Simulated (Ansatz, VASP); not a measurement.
## One calculation of Au, two programs

The input INCAR:

```
SYSTEM = Au
  ALGO = Fast
  EDIFF = 1E-6
  ENCUT = 520
  GGA = PE
  ISIF = 2
  ISMEAR = 0
  LASPH = .TRUE.
  LCHARG = .TRUE.
  LELF = .TRUE.
  LREAL = .FALSE.
  LVHAR = .TRUE.
  LWAVE = .FALSE.
  NBANDS = 12
  NELM = 60
  PREC = Accurate
  SIGMA = 0.15
```

Contents of KPOINTS:

```
k-points
0
G
  24 24 24
  0 0 0
```

POSCAR

```
Au
1.0
    0.0000000000      2.0166676752      2.1102244230
    2.0166676752      0.0000000000      2.1102244230
    2.0166676752      2.0166676752      0.0000000000
Au
1
Direct
    0.0000000000      0.0000000000      0.0000000000
```

Input for Ansatz:

```yaml
crystal:
  lattice:
    - [0.0, 2.0166676752, 2.110224423]
    - [2.0166676752, 0.0, 2.110224423]
    - [2.0166676752, 2.0166676752, 0.0]
  atoms:
    - { symbol: Au, position: [0.0, 0.0, 0.0] }
basis:
  ecutwfc: 420
kpoints:
  mp_grid: { grid: [24, 24, 24] }
hamiltonian:
  xc: pbe
scf:
  occupations: { method: gaussian, width: 0.15 }
output:
  forces: true
  stress: true
  eigenvalues: true
```

Change from the starting cell: strain -0.030 along x and y, +0.015 along z, atoms carried along.

Alike in both runs: task single point; functional PBE; k mesh 24 × 24 × 24; occupations gaussian, width 0.15 eV; no spin polarisation.

|  | VASP | Ansatz |
| --- | --- | --- |
| version | VASP 6.6.1 | Ansatz 0.2.0 |
| potentials or method | VASP PAW PBE potentials, release 64 (Au), cutoff 520 eV | scalar-relativistic, plane waves, PAW |
| valence electrons in the cell | 11 | 19 |

Ansatz gave:

```
gap on the k mesh at the Fermi level (eV)                     : none
pressure (GPa)                                                : 7.4
traceless stress, the component that is largest in VASP (GPa) : -1.20
```

Estimate VASP's values.

gap on the k mesh at the Fermi level (eV): none; pressure (GPa): 7.2; traceless stress, the component that is largest in VASP (GPa): -1.20.

A gap of «none» marks a metal or a gap that the smearing closes. The functional is the same, so the differences come from potentials, cutoffs and numerics. VASP's potentials hold 11 valence electrons a cell and Ansatz's 19, so a difference there can come from the potentials and not from the codes.

Spin-orbit coupling is off throughout.
